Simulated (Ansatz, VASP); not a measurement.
## Pd in VASP and in Ansatz

Contents of POSCAR:

```
Pd
1.0
    2.6877142238      0.0000000000      0.0000000000
    0.0000000000      2.6877142238      0.0000000000
    0.0000000000      0.0000000000      2.6877142238
Pd
1
Direct
    0.0000000000      0.0000000000      0.0000000000
```

File INCAR.step1:

```
SYSTEM = Pd
PREC     = Accurate       ! precision mode
ENCUT    = 520            ! plane-wave cutoff, eV
ISMEAR   = -1             ! smearing method
SIGMA    = 0.05           ! smearing width, eV
LREAL    = .FALSE.        ! projectors in reciprocal space
LASPH    = .TRUE.         ! aspherical terms in the spheres
NELM     = 150            ! most SCF steps
ISPIN    = 2              ! spin polarisation
MAGMOM   = 0.5            ! initial moments
LMAXMIX  = 4              ! l up to which the mixer works
NBANDS   = 15             ! bands
GGA      = PE             ! functional
ALGO     = Normal         ! electronic algorithm
EDIFF    = 1E-4           ! SCF threshold, eV
LWAVE    = .TRUE.         ! write WAVECAR
LCHARG   = .FALSE.        ! write CHGCAR
```

The input INCAR.step2:

```
SYSTEM = Pd
PREC     = Accurate       ! precision mode
ENCUT    = 520            ! plane-wave cutoff, eV
EDIFF    = 1E-7           ! SCF threshold, eV
ISMEAR   = -1             ! smearing method
SIGMA    = 0.05           ! smearing width, eV
LREAL    = .FALSE.        ! projectors in reciprocal space
LASPH    = .TRUE.         ! aspherical terms in the spheres
NELM     = 150            ! most SCF steps
ALGO     = Normal         ! electronic algorithm
ISIF     = 2              ! what is computed and relaxed
LWAVE    = .FALSE.        ! write WAVECAR
LCHARG   = .FALSE.        ! write CHGCAR
ISPIN    = 2              ! spin polarisation
MAGMOM   = 0.5            ! initial moments
LORBIT   = 11             ! projections on sites
LMAXMIX  = 4              ! l up to which the mixer works
METAGGA  = R2SCAN         ! meta-GGA
LMIXTAU  = .TRUE.       
NBANDS   = 15             ! bands
ISTART   = 1
```

KPOINTS

```
Automatic mesh
0
G
  14 14 14
  0 0 0
```

Input for Ansatz:

```yaml
crystal:
  lattice:
    - [2.6877142238, 0.0, 0.0]
    - [0.0, 2.6877142238, 0.0]
    - [0.0, 0.0, 2.6877142238]
  atoms:
    - { symbol: Pd, position: [0.0, 0.0, 0.0], spin: 0.5 }
hamiltonian:
  xc: r2scan
  pseudopotentials:
    kind: paw
    azcp:
      Pd: "pseudopotentials/Pd.paw.azcp"
basis:
  ecutwfc: 500
  fft_grid_basis: typed
kpoints:
  mp_grid: { grid: [14, 14, 14], shift: [0, 0, 0] }
magnetization:
  spin_polarized: true
scf:
  occupations: { method: fermi_dirac, width: 0.05 }
  lower_state_search: "off"
output:
  stress: true
```

Alike in both runs: task single point; functional r2SCAN; k mesh 14 × 14 × 14; occupations fermi-dirac, width 0.05 eV; collinear spin.

|  | VASP | Ansatz |
| --- | --- | --- |
| version | VASP 6.6.1 | Ansatz 0.2.0 |
| potentials or method | VASP PAW PBE potentials, release 64 (Pd), cutoff 520 eV | plane waves (500 eV) with PAW, scalar-relativistic |
| valence electrons in the cell | 10 | 18 |

```tsv
	VASP	Ansatz	Ansatz less VASP
pressure (GPa)	-11.0	-11.3	-0.23
net moment per atom (μB)	0.00	0.00	0.000
```

VASP's potentials were made for PBE, not for r2SCAN. With one functional, cell and mesh, what is left measures potentials, basis and numerics. VASP's potentials hold 10 valence electrons a cell and Ansatz's 18, so a difference there can come from the potentials and not from the codes. Ansatz's warnings: seeded moment not kept, stability check not made.
